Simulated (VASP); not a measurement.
# HfO2 (R3) in VASP: relaxation of cell and atoms with PBEsol

Aim: the relaxation of cell and atoms of HfO2 with PBEsol.

All numbers are computed with VASP 6.6.1; they aren't measurements. Logs are shortened: lines on timing, memory, paths and dates and some standing lists are left out, and cuts for length are marked.

## 1. The cell of the first run

It takes space group R3 (No. 146, trigonal). Conventional cell: a = 7.148 Å, b = 7.148 Å, c = 8.938 Å, α = 90.00°, β = 90.00°, γ = 120.00°. Within 2.1 Å of Hf (site symmetry 3) lie 4 O at 1.55 to 1.90 Å. Within 2.3 Å of Hf (site symmetry 1) lie 5 O at 1.62 to 2.26 Å. Within 2.1 Å of O (site symmetry 3) lie 1 Hf at 1.55 Å. O (site symmetry 1) has 2 Hf at 1.62 to 2.16 Å within 2.2 Å. Within 2.6 Å of O (site symmetry 1) lie 4 Hf at 1.90 to 2.55 Å and 4 O at 2.37 to 2.59 Å. O (site symmetry 3) has 4 Hf at 2.18 to 2.30 Å and 6 O at 2.57 to 2.59 Å within 2.9 Å.

## 2. Relaxation of cell and atoms, PBEsol

The input, INCAR:

```
PREC = Accurate
ENCUT = 600
EDIFF = 1E-6
ISMEAR = 0
SIGMA = 0.01
LREAL = F
LASPH = T
NELM = 100
ALGO = Normal
ISIF = 3
LWAVE = F
LCHARG = F
GGA = PS
IBRION = 2
NSW = 100
EDIFFG = -0.004
```

The input, KPOINTS:

```
regular mesh
0
Gamma
  4 4 4
```

The input, POSCAR:

```
HfO2
1.0
    5.0897536228      0.0354122775      0.0354122775
    0.0354122775      5.0897536228      0.0354122775
    0.0354122775      0.0354122775      5.0897536228
Hf O
4 8
Direct
    0.9908950274      0.9908950274      0.9908950274
    0.0325686676      0.4937443704      0.5351849673
    0.5351849673      0.0325686676      0.4937443704
    0.4937443704      0.5351849673      0.0325686676
    0.1640210553      0.1640210553      0.1640210553
    0.2528469745      0.3027753007      0.6672091775
    0.3027753007      0.6672091775      0.2528469745
    0.2335640196      0.7736389996      0.8043377294
    0.6672091775      0.2528469745      0.3027753007
    0.8043377294      0.2335640196      0.7736389996
    0.7736389996      0.8043377294      0.2335640196
    0.7332240999      0.7332240999      0.7332240999
```

Potentials or basis: VASP PAW PBE potentials, release 64 (Hf_pv, O).

Started as:

```bash
$ cat potpaw_PBE.64/Hf_pv/POTCAR potpaw_PBE.64/O/POTCAR > POTCAR
$ mpirun -np 1 vasp_std > vasp.out
```

OUTCAR:

```text
PREC = Accurate
   ENCUT = 600
   EDIFF = 1E-6
   ISMEAR = 0
   LREAL = F
   LASPH = T
   NELM = 100
   ISIF = 3
   GGA = PS
   IBRION = 2
   NSW = 100
   EDIFFG = -0.004

 ion  position               nearest neighbor table
   1  0.991  0.991  0.991-   5 1.55   8 1.90  10 1.90  11 1.90  12 2.30   7 2.63   6 2.63   9 2.63
                             2 3.44   4 3.44   3 3.44   4 3.46   2 3.46   3 3.46   3 3.73   4 3.73
   2  0.033  0.494  0.535-   6 1.62  10 2.13   7 2.16  12 2.18   8 2.26  11 2.55   9 2.55   5 2.62
                             1 3.44   4 3.45   3 3.45   1 3.46   3 3.49   4 3.49   4 3.71   3 3.71
   3  0.535  0.033  0.494-   9 1.62  11 2.13   6 2.16  12 2.18  10 2.26   8 2.55   7 2.55   5 2.62
                             1 3.44   4 3.45   2 3.45   1 3.46   2 3.49   4 3.49   2 3.71   4 3.71
   4  0.494  0.535  0.033-   7 1.62   8 2.13   9 2.16  12 2.18  11 2.26  10 2.55   6 2.55   5 2.62
                             1 3.44   3 3.45   2 3.45   1 3.46   2 3.49   3 3.49   2 3.71   3 3.71
   5  0.164  0.164  0.164-   1 1.55   2 2.62   3 2.62   4 2.62
   6  0.253  0.303  0.667-   2 1.62   3 2.16   4 2.55   1 2.63
   7  0.303  0.667  0.253-   4 1.62   2 2.16   3 2.55   1 2.63
   8  0.234  0.774  0.804-   1 1.90   4 2.13   2 2.26   3 2.55
   9  0.667  0.253  0.303-   3 1.62   4 2.16   2 2.55   1 2.63
  10  0.804  0.234  0.774-   1 1.90   2 2.13   3 2.26   4 2.55
  11  0.774  0.804  0.234-   1 1.90   3 2.13   4 2.26   2 2.55
  12  0.733  0.733  0.733-   2 2.18   3 2.18   4 2.18   1 2.30

  LATTYP: Found a trigonal (rhomboedric) cell.
 ALAT       =     5.0900000000
 COS(alpha) =     0.0139621804

  Lattice vectors:

 A1 = (   5.0897536228,   0.0354122775,   0.0354122775)
 A2 = (   0.0354122775,   5.0897536228,   0.0354122775)
 A3 = (   0.0354122775,   0.0354122775,   5.0897536228)

Analysis of symmetry for initial positions (statically):
=====================================================================
 Subroutine PRICEL returns:
 Original cell was already a primitive cell.

 Routine SETGRP: Setting up the symmetry group for a
 trigonal (rhombohedral) supercell.

 Subroutine GETGRP returns: Found  3 space group operations
 (whereof  3 operations were pure point group operations)
 out of a pool of 12 trial point group operations.

The static configuration has the point symmetry C_3 .

Analysis of symmetry for dynamics (positions and initial velocities):
=====================================================================
 Subroutine PRICEL returns:
 Original cell was already a primitive cell.

 Routine SETGRP: Setting up the symmetry group for a
 trigonal (rhombohedral) supercell.

 Subroutine GETGRP returns: Found  3 space group operations
 (whereof  3 operations were pure point group operations)
 out of a pool of 12 trial point group operations.

The dynamic configuration has the point symmetry C_3 .

[... 107 lines left out ...]
   EDIFF  = 0.1E-05   stopping-criterion for ELM
   LREAL  =      F    real-space projection
   EDIFFG = -.4E-02   stopping-criterion for IOM
   NSW    =    100    number of steps for IOM
   IBRION =      2    ionic relax: 0-MD 1-quasi-New 2-CG
   NFREE  =      1    steps in history (QN), initial steepest desc. (CG)
   ISIF   =      3    stress and relaxation
   ISYM   =      2    0-nonsym 1-usesym 2-fastsym
   POTIM  = 0.5000    time-step for ionic-motion
   TEBEG  =    0.0;   TEEND  =   0.0 temperature during run
   PSTRESS=    0.0 pullay stress
   NELECT =      88.0000    total number of electrons
   NUPDOWN=      -1.0000    fix difference up-down
   EMIN   =  10.00;   EMAX   =-10.00  energy-range for DOS
   EFERMI =   0.00;   METHOD = LEGACY
   ISMEAR =     0;   SIGMA  =   0.01  broadening in eV -4-tet -1-fermi 0-gaus
   EFERMI_NEDOS =   21; number of points for ismear=-14 and -15
   IALGO  =     38    algorithm
   IMIX   =      4    mixing-type and parameters
     AMIX     =   0.40;   BMIX     =  1.00
     AMIX_MAG =   1.60;   BMIX_MAG =  1.00
  volume/ion in A,a.u.               =      10.99        74.14
  Fermi-wavevector in a.u.,A,eV,Ry     =   1.430737  2.703701 27.851250  2.047009
  Thomas-Fermi vector in A             =   2.550550
   LORBIT       =      0    0 simple, 1 ext, 2 COOP (PROOUT), +10 PAW based schemes
   GGA     = PS    functional components
   LHFCALC =     F    Hartree Fock is set to
   AEXX    =    0.0000 exact exchange contribution
   IVDW    =     0    specifies the selected vdW correction
   LEPSILON=     F    determine dielectric tensor
   LRPA    =     F    only Hartree local field effects (RPA)
 conjugate gradient relaxation of ions
 non-spin polarized calculation
 Gauss-broadening in eV      SIGMA  =   0.01
  energy-cutoff  :      600.00
  volume of cell :      131.83
 maximum number of plane-waves:      4412
 NGX is ok and might be reduce to    42
   NGX = 21   NGY = 21   NGZ = 21

--------------------------------------- Ionic step        1  -------------------------------------------

 number of electron      88.0000008 magnetization

 Free energy of the ion-electron system (eV)
  ---------------------------------------------------
  ext. energy  EPLUGINS =         0.00000000
  ---------------------------------------------------
  free energy    TOTEN  =      -114.17942341 eV

  energy without entropy =     -114.17942341  energy(sigma->0) =     -114.17942341

------------------------ aborting loop because EDIFF is reached ----------------------------------------

  FORCE on cell =-STRESS in cart. coord.  units (eV):
  Direction    XX          YY          ZZ          XY          YZ          ZX
  --------------------------------------------------------------------------------------
  -------------------------------------------------------------------------------------
  Total       43.9110419     43.9110419     43.9110419     -0.2106345     -0.2106345     -0.2106345
  in kB      533.6503833    533.6503833    533.6503833     -2.5598386     -2.5598386     -2.5598386
  external PRESSURE =     533.6503833 kB  Pullay stress =       0.0000000 kB
[... 1676 lines left out ...]
     51       5.2745      0.00000
     52       5.3826      0.00000

[... ionic steps 4 to 37 ...]

--------------------------------------- Ionic step       38  -------------------------------------------

 number of electron      88.0000000 magnetization

------------------------ aborting loop because EDIFF is reached ----------------------------------------
[... 87 lines left out ...]
--------------------------------------- Ionic step       40  -------------------------------------------

 number of electron      88.0000000 magnetization

 Free energy of the ion-electron system (eV)
  ---------------------------------------------------
  ext. energy  EPLUGINS =         0.00000000
  ---------------------------------------------------
  free energy    TOTEN  =      -126.76676143 eV

  energy without entropy =     -126.76676143  energy(sigma->0) =     -126.76676143

 E-fermi :   3.7123     XC(G=0): -12.1905

 val. band max:        3.6241810147   @ k =   0.5000   0.0000   0.0000
 cond. band min:       7.9810285487   @ k =   0.0000   0.0000   0.0000
 fundamental gap:      4.3568475340
 Fermi energy:         3.7123438996
[... 807 lines left out ...]
  FREE ENERGIE OF THE ION-ELECTRON SYSTEM (eV)
  ---------------------------------------------------
  free  energy   TOTEN  =      -126.7667614303 eV

  energy  without entropy=     -126.7667614303  energy(sigma->0) =     -126.76676143

 reached required accuracy - stopping structural energy minimisation
```

CONTCAR:

```text
HfO2
   1.00000000000000
     5.0412853854559945   -0.0004886315294493   -0.0004885745345129
    -0.0004885745345128    5.0412853854559945   -0.0004886315294493
    -0.0004886315294493   -0.0004885745345129    5.0412853854559945
  Hf              O
     4     8
Direct
     0.9985341314642405    0.9985341314642405    0.9985341314642404
     0.9986670946297743    0.4986372987805797    0.4986602749819846
     0.4986602749819845    0.9986670946297743    0.4986372987805797
     0.4986372987805797    0.4986602749819845    0.9986670946297743
     0.2291085595139508    0.2291085595139508    0.2291085595139507
     0.2742663265842557    0.2742954928390938    0.7229815002227896
     0.2742954928390938    0.7229815002227896    0.2742663265842556
     0.2293464002408470    0.7681488055497155    0.7681852440977861
     0.7229815002227896    0.2742663265842556    0.2742954928390938
     0.7681852440977860    0.2293464002408470    0.7681488055497155
     0.7681488055497155    0.7681852440977860    0.2293464002408470
     0.7231792602949849    0.7231792602949849    0.7231792602949849

  0.00000000E+00  0.00000000E+00  0.00000000E+00
  0.00000000E+00  0.00000000E+00  0.00000000E+00
  0.00000000E+00  0.00000000E+00  0.00000000E+00
  0.00000000E+00  0.00000000E+00  0.00000000E+00
  0.00000000E+00  0.00000000E+00  0.00000000E+00
  0.00000000E+00  0.00000000E+00  0.00000000E+00
  0.00000000E+00  0.00000000E+00  0.00000000E+00
  0.00000000E+00  0.00000000E+00  0.00000000E+00
  0.00000000E+00  0.00000000E+00  0.00000000E+00
  0.00000000E+00  0.00000000E+00  0.00000000E+00
  0.00000000E+00  0.00000000E+00  0.00000000E+00
  0.00000000E+00  0.00000000E+00  0.00000000E+00
```

Run time: 24 min. Hardware: 1 thread of Intel Xeon 6975P-C (Granite Rapids), shared host; peak memory 0.34 GiB.

Results:

```yaml
Free_energy: -126.7668 eV
Relaxed_volume: 10.68 Å³/atom
Relaxed_cell: a = 5.041 Å, b = 5.041 Å, c = 5.041 Å, α = 90.01°, β = 90.01°, γ = 90.01°
Space_group_after_relaxing_to_0.1_Å: P-43m (No. 215)
Pressure_after_relaxing: 0.0 GPa
Largest_force_after_relaxing: 0.003 eV/Å
Band_gap_on_the_k_mesh: 4.36 eV (least direct gap 4.42 eV)
```

Forces on the atoms (eV/Å):
```
Hf   0.002  0.002  0.002
Hf   0.001  0.000 -0.001
Hf  -0.001  0.001  0.000
Hf   0.000 -0.001  0.001
O    0.002  0.002  0.002
O    0.002 -0.002 -0.001
O   -0.002 -0.001  0.002
O   -0.002  0.000 -0.002
O   -0.001  0.002 -0.002
O   -0.002 -0.002  0.000
O    0.000 -0.002 -0.002
O    0.000  0.000  0.000
```

Final structure:
```
CELL_PARAMETERS angstrom
5.04129 -0.00049 -0.00049
-0.00049 5.04129 -0.00049
-0.00049 -0.00049 5.04129
ATOMIC_POSITIONS crystal
Hf 0.99853 0.99853 0.99853
Hf 0.99867 0.49864 0.49866
Hf 0.49866 0.99867 0.49864
Hf 0.49864 0.49866 0.99867
O 0.22911 0.22911 0.22911
O 0.27427 0.27430 0.72298
O 0.27430 0.72298 0.27427
O 0.22935 0.76815 0.76819
O 0.72298 0.27427 0.27430
O 0.76819 0.22935 0.76815
O 0.76815 0.76819 0.22935
O 0.72318 0.72318 0.72318
```

Caveat: the PAW data sets were made with another functional, which shifts forces and pressure a little; spin-orbit coupling is left out, which moves the levels of the heavy elements. A k mesh can miss the band edges.
